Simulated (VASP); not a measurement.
Here is a VASP 6.6.1 calculation.

Contents of INCAR:

```
ALGO     = Normal         # electronic algorithm
EDIFF    = 1E-7           # SCF threshold, eV
ENCUT    = 520            # plane-wave cutoff, eV
GGA      = PE             # functional
ISIF     = 2              # what is computed and relaxed
ISMEAR   = -1             # smearing method
LASPH    = True           # aspherical terms in the spheres
LCHARG   = False          # write CHGCAR
LREAL    = False          # projectors in reciprocal space
LWAVE    = False          # write WAVECAR
NBANDS   = 11             # bands
NELM     = 100            # most SCF steps
PREC     = Accurate       # precision mode
SIGMA    = 0.06           # smearing width, eV
```

The input KPOINTS:

```
k-points
0
Gamma
  7 7 7
```

Contents of POSCAR:

```
MgO
1.0
    0.0000000000      2.0970013927      2.0970013927
    2.0970013927      0.0000000000      2.0970013927
    2.0970013927      2.0970013927      0.0000000000
Mg O
1 1
Direct
    0.0000000000      0.0000000000      0.0000000000
    0.5000000000      0.5000000000      0.5000000000
```

Potentials or basis: VASP PAW PBE potentials, release 64 (Mg, O).

Run with:

```bash
$ cat potpaw_PBE.64/Mg/POTCAR potpaw_PBE.64/O/POTCAR > POTCAR
$ mpirun -np 1 vasp_std > vasp.out
```

**Question.** What does it give for the pressure?

**Answer.** 6.2 GPa.

**Question.** Predict the band gap on the k mesh.

**Answer.** 4.85 eV, direct.

A hybrid or GW would open this gap; PBE tends to underestimate it.
